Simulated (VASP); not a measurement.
## Ga3Sb: single point with PBEsol

The system is Ga3Sb.

```
Sb Ga
1.0
    -2.15880    2.15880    4.76048
     2.15880   -2.15880    4.76048
     2.15880    2.15880   -4.76048
Sb Ga
1 3
Direct
  0.00000 0.00000 0.00000
  0.50000 0.50000 0.00000
  0.25000 0.75000 0.50000
  0.75000 0.25000 0.50000
```

```yaml
Program: VASP 6.6.1
Task: single point
Functional: PBEsol
Potentials_or_basis: VASP PAW PBE potentials, release 64 (Sb, Ga_d)
Cutoff: 520 eV
k_mesh: 9 × 9 × 9
Occupations: fermi-dirac, width 0.05 eV
Spin: no spin polarisation
```

```json
{
  "Pressure": "-3.6 GPa",
  "Band gap on the k mesh": "zero (band 22 reaches 7.58 eV, above the bottom of band 23 at 4.03 eV)"
}
```

Stress tensor (GPa, compression positive):
```
-3.85  0.00  0.00
 0.00 -3.85  0.00
 0.00  0.00 -3.00
```

Levels at points of the mesh, in eV from the Fermi level:
| k point | band 19 | band 20 | band 21 | band 22 | band 23 | band 24 | band 25 | band 26 |
| --- | --- | --- | --- | --- | --- | --- | --- | --- |
| (0.00, 0.00, 0.00) | -2.96 | -1.87 | -1.72 | -1.72 | -0.21 | -0.21 | 1.02 | 1.28 |

Wall time 7.6 min on 1 thread of AMD EPYC 7R43 64-Core Processor (Zen 3), with other jobs on the host, peak memory 0.34 GiB.

Caveat: the PAW data sets were made with another functional, which shifts forces and pressure a little; spin-orbit coupling is left out, which moves the levels of the heavy elements.
